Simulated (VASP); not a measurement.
## InP: single point with PBE

The system is InP.

```xyz
2
Lattice="0.0000 2.8550 2.9407 2.8550 0.0000 2.9407 2.8550 2.8550 0.0000" Properties=species:S:1:pos:R:3 pbc="T T T"
In    0.0000    0.0000    0.0000
P     2.8550    2.8550    2.9407
```

This cell differs from its parent crystal: zz strain of +3 %.

- Program: VASP 6.6.1
- Task: single point
- Functional: PBE
- Potentials or basis: VASP PAW PBE potentials, release 64 (In_d, P)
- Cutoff: 520 eV
- k mesh: 11 × 11 × 11
- Occupations: fermi-dirac, width 0.03 eV
- Spin: no spin polarisation
- Dipole correction: no
- Further INCAR settings: ALGO = Normal; EDIFF = 1e-06; NBANDS = 16

| Item | Value |
| --- | --- |
| Pressure | -6.5 GPa |
| Band gap on the k mesh | zero (bands 9 and 10 overlap by 2.16 eV) |

Stress tensor (GPa, compression positive):
```
-5.90  0.00  0.00
 0.00 -5.90  0.00
 0.00  0.00 -7.81
```

Levels at points of the mesh, in eV from the Fermi level:
```tsv
k point	band 5	band 6	band 7	band 8	band 9	band 10	band 11	band 12	band 13	band 14
(0.00, 0.00, 0.00)	-14.06	-11.15	-0.34	-0.26	-0.26	-0.02	6.97	7.17	7.17	7.27
```

It took 2.1 min on 1 thread of Intel Xeon 8259CL, with other jobs on the host, peak memory 0.24 GiB.

Caveat: the cell differs from its parent crystal (zz strain of +3 %); the cell stands under tension; spin-orbit coupling is left out, which moves the levels of the heavy elements.
